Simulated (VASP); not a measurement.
# GaN (F-43m) in VASP: a series of runs

The runs below take GaN through single point, with PBEsol.

All numbers are computed with VASP 6.6.1; they aren't measurements. Logs are shortened: lines on timing, memory, paths and dates and some standing lists are left out, and cuts for length are marked.

## (1) The cell of the first run

The structure is cubic, space group F-43m (No. 216). Conventional cell: a = 4.498 Å, b = 4.498 Å, c = 4.498 Å, α = 90.00°, β = 90.00°, γ = 90.00°. Ga (site symmetry -43m) has 4 N at 1.95 Å within 2.6 Å. N (site symmetry -43m) has 4 Ga at 1.95 Å within 2.6 Å.

## (2) Single point, PBEsol

Input file INCAR:

```
SYSTEM = GaN
PREC = Accurate ; ENCUT = 600
EDIFF = 1E-6 ; ISMEAR = 0
SIGMA = 0.01 ; LREAL = .False.
LASPH = .True. ; NELM = 120
ALGO = Normal ; ISIF = 2
LWAVE = .False. ; LCHARG = .False.
GGA = PS ; NBANDS = 16
GGA_COMPAT = .False.
```

Input file KPOINTS:

```
Automatic mesh
0
Gamma
  10 10 10
  0 0 0
```

Input file POSCAR:

```
GaN
1.0
    0.0000000000      2.2491509523      2.2491509523
    2.2491509523      0.0000000000      2.2491509523
    2.2491509523      2.2491509523      0.0000000000
Ga N
1 1
Direct
    0.0000000000      0.0000000000      0.0000000000
    0.2500000000      0.2500000000      0.2500000000
```

Potentials or basis: VASP PAW PBE potentials, release 64 (Ga_d, N).

On the command line:

```sh
cat potpaw_PBE.64/Ga_d/POTCAR potpaw_PBE.64/N/POTCAR > POTCAR
mpirun -np 1 vasp_std > vasp.out
```

OUTCAR:

```text
SYSTEM = GaN
   PREC = Accurate
   ENCUT = 600
   EDIFF = 1E-6
   ISMEAR = 0
   LREAL = .False.
   LASPH = .True.
   NELM = 120
   ISIF = 2
   GGA = PS

 ion  position               nearest neighbor table
   1  0.000  0.000  0.000-   2 1.95   2 1.95   2 1.95   2 1.95
   2  0.250  0.250  0.250-   1 1.95   1 1.95   1 1.95   1 1.95

  LATTYP: Found a face centered cubic cell.
 ALAT       =     4.4983019046

  Lattice vectors:

 A1 = (   0.0000000000,   2.2491509523,   2.2491509523)
 A2 = (   2.2491509523,   0.0000000000,   2.2491509523)
 A3 = (   2.2491509523,   2.2491509523,   0.0000000000)

Analysis of symmetry for initial positions (statically):
=====================================================================
 Subroutine PRICEL returns:
 Original cell was already a primitive cell.

 Routine SETGRP: Setting up the symmetry group for a
 face centered cubic supercell.

 Subroutine GETGRP returns: Found 24 space group operations
 (whereof 24 operations were pure point group operations)
 out of a pool of 48 trial point group operations.

The static configuration has the point symmetry T_d .

Analysis of symmetry for dynamics (positions and initial velocities):
=====================================================================
 Subroutine PRICEL returns:
 Original cell was already a primitive cell.

 Routine SETGRP: Setting up the symmetry group for a
 face centered cubic supercell.

 Subroutine GETGRP returns: Found 24 space group operations
 (whereof 24 operations were pure point group operations)
 out of a pool of 48 trial point group operations.

The dynamic configuration has the point symmetry T_d .

 Subroutine INISYM returns: Found 24 space group operations
 (whereof 24 operations are pure point group operations),
 and found     1 'primitive' translations

----------------------------------------------------------------------------------------

                                     Primitive cell

  volume of cell :      22.7555

  direct lattice vectors                    reciprocal lattice vectors
     0.000000000  2.249150952  2.249150952    -0.222306110  0.222306110  0.222306110
     2.249150952  0.000000000  2.249150952     0.222306110 -0.222306110  0.222306110
     2.249150952  2.249150952  0.000000000     0.222306110  0.222306110 -0.222306110

  length of vectors
     3.180779781  3.180779781  3.180779781     0.385045478  0.385045478  0.385045478

  position of ions in fractional coordinates (direct lattice)
     0.000000000  0.000000000  0.000000000
     0.250000000  0.250000000  0.250000000

  ion indices of the primitive-cell ions
   primitive index   ion index
                 1           1
                 2           2

----------------------------------------------------------------------------------------

 KPOINTS: Automatic mesh

Automatic generation of k-mesh.
 Grid dimensions read from file:
 generate k-points for:   10   10   10

 Generating k-lattice:

  Cartesian coordinates                     Fractional coordinates (reciprocal lattice)
    -0.022230611  0.022230611  0.022230611     0.100000000  0.000000000  0.000000000
     0.022230611 -0.022230611  0.022230611     0.000000000  0.100000000  0.000000000
     0.022230611  0.022230611 -0.022230611     0.000000000  0.000000000  0.100000000

  Length of vectors
     0.038504548  0.038504548  0.038504548

  Shift w.r.t. Gamma in fractional coordinates (k-lattice)
     0.000000000  0.000000000  0.000000000

 Subroutine IBZKPT returns following result:
 ===========================================

 Found     47 irreducible k-points:

 Following reciprocal coordinates:
            Coordinates               Weight
  0.000000  0.000000  0.000000      1.000000
  0.100000  0.000000  0.000000      8.000000
  0.200000  0.000000  0.000000      8.000000
  0.300000  0.000000  0.000000      8.000000
  0.400000  0.000000  0.000000      8.000000
  0.500000  0.000000  0.000000      4.000000
[... 16 lines left out ...]
  0.300000  0.300000  0.000000      6.000000
  0.400000  0.300000  0.000000     24.000000
 [... further k-points ...]
   k-points           NKPTS =     47   k-points in BZ     NKDIM =     47   number of bands    NBANDS=     16
   number of dos      NEDOS =    301   number of ions     NIONS =      2
   total plane-waves  NPLWV =  21952
   dimension x,y,z NGX =    28 NGY =   28 NGZ =   28
   dimension x,y,z NGXF=    56 NGYF=   56 NGZF=   56
   ions per type =               1   1
   NGX,Y,Z   is equivalent  to a cutoff of  14.63, 14.63, 14.63 a.u.
   NGXF,Y,Z  is equivalent  to a cutoff of  29.27, 29.27, 29.27 a.u.
 SYSTEM =  GaN
   PREC   = accura    normal or accurate (medium, high low for compatibility)
   ISTART =      0    job   : 0-new  1-cont  2-samecut
   ICHARG =      2    charge: 1-file 2-atom 10-const
   ISPIN  =      1    spin polarized calculation?
   LNONCOLLINEAR =      F non collinear calculations
   LSORBIT =      F    spin-orbit coupling
   LASPH  =      T    aspherical Exc in radial PAW
   ENCUT  =  600.0 eV  44.10 Ry    6.64 a.u.   6.35  6.35  6.35*2*pi/ulx,y,z
   NELM   =    120;   NELMIN=  2; NELMDL= -5     # of ELM steps
   EDIFF  = 0.1E-05   stopping-criterion for ELM
   LREAL  =      F    real-space projection
   EDIFFG = 0.1E-04   stopping-criterion for IOM
   NSW    =      0    number of steps for IOM
   IBRION =     -1    ionic relax: 0-MD 1-quasi-New 2-CG
   NFREE  =      0    steps in history (QN), initial steepest desc. (CG)
   ISIF   =      2    stress and relaxation
   ISYM   =      2    0-nonsym 1-usesym 2-fastsym
   POTIM  = 0.5000    time-step for ionic-motion
   TEBEG  =    0.0;   TEEND  =   0.0 temperature during run
   PSTRESS=    0.0 pullay stress
   NELECT =      18.0000    total number of electrons
   NUPDOWN=      -1.0000    fix difference up-down
   EMIN   =  10.00;   EMAX   =-10.00  energy-range for DOS
   EFERMI =   0.00;   METHOD = LEGACY
   ISMEAR =     0;   SIGMA  =   0.01  broadening in eV -4-tet -1-fermi 0-gaus
   EFERMI_NEDOS =   21; number of points for ismear=-14 and -15
   IALGO  =     38    algorithm
   IMIX   =      4    mixing-type and parameters
     AMIX     =   0.40;   BMIX     =  1.00
     AMIX_MAG =   1.60;   BMIX_MAG =  1.00
  volume/ion in A,a.u.               =      11.38        76.78
  Fermi-wavevector in a.u.,A,eV,Ry     =   1.514039  2.861119 31.188827  2.292314
  Thomas-Fermi vector in A             =   2.623750
   LORBIT       =      0    0 simple, 1 ext, 2 COOP (PROOUT), +10 PAW based schemes
   GGA     = PS    functional components
   LHFCALC =     F    Hartree Fock is set to
   AEXX    =    0.0000 exact exchange contribution
   IVDW    =     0    specifies the selected vdW correction
   LEPSILON=     F    determine dielectric tensor
   LRPA    =     F    only Hartree local field effects (RPA)
 non-spin polarized calculation
 Gauss-broadening in eV      SIGMA  =   0.01
  energy-cutoff  :      600.00
  volume of cell :       22.76
 maximum number of plane-waves:       769
 NGX is ok and might be reduce to    28
   NGX = 13   NGY = 13   NGZ = 13

 number of electron      18.0000005 magnetization

 Free energy of the ion-electron system (eV)
  ---------------------------------------------------
  ext. energy  EPLUGINS =         0.00000000
  ---------------------------------------------------
  free energy    TOTEN  =       -13.12424756 eV

  energy without entropy =      -13.12424756  energy(sigma->0) =      -13.12424756

 E-fermi :   5.3744     XC(G=0): -11.9332

 val. band max:        5.2125721221   @ k =   0.0000   0.0000   0.0000
 cond. band min:       6.9326888092   @ k =   0.0000   0.0000   0.0000
 fundamental gap:      1.7201166871
 Fermi energy:         5.3744302290

 k-point     1 :       0.0000    0.0000    0.0000
  band No.  band energies     occupation
      1     -10.7700      2.00000
      2      -8.1961      2.00000
      3      -8.1961      2.00000
      4      -8.1961      2.00000
      5      -7.8650      2.00000
      6      -7.8650      2.00000
[... 8 lines left out ...]
     15      23.9484      0.00000
     16      23.9484      0.00000

 k-point     2 :       0.1000    0.0000    0.0000
  band No.  band energies     occupation
      1     -10.6558      2.00000
      2      -8.1820      2.00000
      3      -8.1820      2.00000
      4      -8.1590      2.00000
      5      -7.8664      2.00000
      6      -7.8664      2.00000
[... 8 lines left out ...]
     15      22.6700      0.00000
     16      22.6700      0.00000

 k-point     3 :       0.2000    0.0000    0.0000
  band No.  band energies     occupation
      1     -10.3662      2.00000
      2      -8.1495      2.00000
      3      -8.1495      2.00000
      4      -8.0013      2.00000
      5      -7.8653      2.00000
      6      -7.8653      2.00000
[... 8 lines left out ...]
     15      21.9039      0.00000
     16      21.9039      0.00000

 k-point     4 :       0.3000    0.0000    0.0000
  band No.  band energies     occupation
      1     -10.0538      2.00000
      2      -8.1206      2.00000
      3      -8.1206      2.00000
      4      -7.8514      2.00000
      5      -7.8514      2.00000
      6      -7.6079      2.00000
[... 8 lines left out ...]
     15      22.3967      0.00000
     16      22.3967      0.00000
[... 324 lines left out ...]
 k-point    22 :      -0.2000    0.2000    0.0000
  band No.  band energies     occupation
      1      -9.9580      2.00000
      2      -8.1043      2.00000
      3      -8.0886      2.00000
      4      -7.8884      2.00000
      5      -7.8810      2.00000
      6      -7.4284      2.00000
[... 8 lines left out ...]
     15      22.4993      0.00000
     16      25.6855      0.00000

 k-point    23 :       0.3000    0.3000    0.0000
  band No.  band energies     occupation
      1      -9.8666      2.00000
      2      -8.0482      2.00000
      3      -8.0003      2.00000
      4      -8.0003      2.00000
      5      -7.8132      2.00000
      6      -7.4175      2.00000
[... 8 lines left out ...]
     15      27.2251      0.00000
     16      27.6488      0.00000

 k-point    24 :       0.4000    0.3000    0.0000
  band No.  band energies     occupation
      1      -9.7410      2.00000
      2      -8.0661      2.00000
      3      -7.9652      2.00000
      4      -7.9643      2.00000
      5      -7.8027      2.00000
      6      -6.9572      2.00000
[... 8 lines left out ...]
     15      27.5000      0.00000
     16      27.6084      0.00000

 [... further k-points ...]

------------------------ aborting loop because EDIFF is reached ----------------------------------------

  FORCE on cell =-STRESS in cart. coord.  units (eV):
  Direction    XX          YY          ZZ          XY          YZ          ZX
  --------------------------------------------------------------------------------------
  -------------------------------------------------------------------------------------
  Total       -0.0577825     -0.0577825     -0.0577825      0.0000000      0.0000000      0.0000000
  in kB       -4.0683764     -4.0683764     -4.0683764      0.0000000      0.0000000      0.0000000
  external PRESSURE =      -4.0683764 kB  Pullay stress =       0.0000000 kB

 VOLUME and BASIS-vectors are now :
 -----------------------------------------------------------------------------
  energy-cutoff  :      600.00
  volume of cell :       22.76
      direct lattice vectors                 reciprocal lattice vectors
     0.000000000  2.249150952  2.249150952    -0.222306110  0.222306110  0.222306110
     2.249150952  0.000000000  2.249150952     0.222306110 -0.222306110  0.222306110
     2.249150952  2.249150952  0.000000000     0.222306110  0.222306110 -0.222306110

 POSITION                                       TOTAL-FORCE (eV/Angst)
 -----------------------------------------------------------------------------------
      0.00000      0.00000      0.00000         0.000000      0.000000      0.000000
      1.12458      1.12458      1.12458        -0.000000     -0.000000     -0.000000
 -----------------------------------------------------------------------------------
    total drift:                                0.000000      0.000000      0.000000

  FREE ENERGIE OF THE ION-ELECTRON SYSTEM (eV)
  ---------------------------------------------------
  free  energy   TOTEN  =       -13.1242475650 eV

  energy  without entropy=      -13.1242475650  energy(sigma->0) =      -13.12424756
```

Run time: 21 s. Hardware: 1 thread of Intel Xeon Platinum 8259CL at 2.50GHz (Skylake/Cascade Lake), shared host; peak memory 0.16 GiB.

What came out:

```
Free energy            : -13.1242 eV
Pressure               : -0.4 GPa
Band gap on the k mesh : 1.72 eV
```

Caveat: the PAW data sets were made with another functional, which shifts forces and pressure a little.

(Continued in part 2 of 2.)
